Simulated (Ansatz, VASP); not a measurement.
One calculation of CO2, two programs

```
C O
1.0
     5.63000    0.00000    0.00000
     0.00000    5.63000    0.00000
     0.00000    0.00000    5.63000
C O
4 8
Direct
  0.00000 0.00000 0.00000
  0.50000 0.00000 0.50000
  0.50000 0.50000 0.00000
  0.00000 0.50000 0.50000
  0.10830 0.10830 0.10830
  0.39170 0.89170 0.60830
  0.60830 0.39170 0.89170
  0.89170 0.60830 0.39170
  0.89170 0.89170 0.89170
  0.60830 0.10830 0.39170
  0.39170 0.60830 0.10830
  0.10830 0.39170 0.60830
```

Alike in both runs: task electric field gradients; functional PBE; k mesh 4 × 4 × 4; occupations fermi-dirac, width 0.02 eV; no spin polarisation.

|  | VASP | Ansatz |
| --- | --- | --- |
| version | VASP 6.6.1 | Ansatz 0.2.0 |
| potentials or method | VASP PAW PBE potentials, release 64 (C, O) | plane-wave PAW, scalar-relativistic |
| plane-wave cutoff (eV) | 520 | 420 |
| valence electrons in the cell | 64 | 64 |

VASP gave:

- gap on the k mesh at the Fermi level (eV): 7.62
- rms of the force components (eV/Å): 8.770
- size of Vzz on the site where it differs most (V/Å²): 57.0

Problem. Estimate Ansatz's values.

Solution. gap on the k mesh at the Fermi level (eV): 7.62; rms of the force components (eV/Å): 8.112; size of Vzz on the site where it differs most (V/Å²): 35.5.

Atom by atom the forces differ by 0.659 eV/Å (rms over components).

Noted on VASP's run: the standard files for N, O and F lose accuracy on very short bonds.
